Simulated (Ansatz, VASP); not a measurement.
One calculation of W3O, two programs

The input INCAR:

```
SYSTEM = W3O
  ALGO = Normal
  EDIFF = 1E-6
  ENCUT = 520
  GGA = PS
  ISIF = 2
  ISMEAR = 0
  LASPH = .TRUE.
  LCHARG = .FALSE.
  LREAL = .FALSE.
  LWAVE = .FALSE.
  NBANDS = 58
  NELM = 100
  PREC = Accurate
  SIGMA = 0.15
```

Contents of KPOINTS:

```
k-points
0
G
  8 8 8
  0 0 0
```

POSCAR

```
W3O
1.0
    4.8313496810      0.0000000000      0.0000000000
    0.0000000000      4.8313496810      0.0000000000
    0.0000000000      0.0000000000      4.8313496810
W O
6 2
Direct
    0.5000000000      0.7396509250      0.0000000000
    0.0000000000      0.4896509250      0.7500000000
    0.2500000000     -0.0103490750      0.5000000000
    0.5000000000      0.2396509250      0.0000000000
    0.0000000000      0.4896509250      0.2500000000
    0.7500000000     -0.0103490750      0.5000000000
    0.5000000000      0.5000000000      0.5000000000
    0.0000000000      0.0000000000      0.0000000000
```

Input for Ansatz:

```yaml
crystal:
  lattice:
    - [4.831349681, 0.0, 0.0]
    - [0.0, 4.831349681, 0.0]
    - [0.0, 0.0, 4.831349681]
  atoms:
    - { symbol: W, position: [0.5, 0.739650925, 0.0] }
    - { symbol: W, position: [0.0, 0.489650925, 0.75] }
    - { symbol: W, position: [0.25, -0.010349075, 0.5] }
    - { symbol: W, position: [0.5, 0.239650925, 0.0] }
    - { symbol: W, position: [0.0, 0.489650925, 0.25] }
    - { symbol: W, position: [0.75, -0.010349075, 0.5] }
    - { symbol: O, position: [0.5, 0.5, 0.5] }
    - { symbol: O, position: [0.0, 0.0, 0.0] }
basis:
  ecutwfc: 420
kpoints:
  mp_grid: { grid: [8, 8, 8] }
hamiltonian:
  xc: pbesol
scf:
  occupations: { method: gaussian, width: 0.15 }
output:
  forces: true
  stress: true
  eigenvalues: true
```

Change from the starting cell: all W atoms moved -0.050 Å, as atom 1 along Cartesian [0 1 0].

Alike in both runs: task single point; functional PBEsol; k mesh 8 × 8 × 8; occupations gaussian, width 0.15 eV; no spin polarisation.

|  | VASP | Ansatz |
| --- | --- | --- |
| version | VASP 6.6.1 | Ansatz 0.2.0 |
| potentials or method | VASP PAW PBE potentials, release 64 (W_sv, O), cutoff 520 eV | scalar-relativistic, plane waves, PAW |
| valence electrons in the cell | 96 | 96 |

VASP gave:

```
gap on the k mesh at the Fermi level (eV) : none
pressure (GPa)                            : 1.0
rms of the force components (eV/Å)        : 0.072
```

**Question.** Estimate Ansatz's values.

**Answer.** gap on the k mesh at the Fermi level (eV): none; pressure (GPa): 0.0; rms of the force components (eV/Å): 0.074.

VASP's potentials were made for PBE, not for PBEsol. Atom by atom the forces differ by 0.002 eV/Å (rms over components). A gap of «none» marks a metal or a gap that the smearing closes.

Spin-orbit coupling is off throughout.
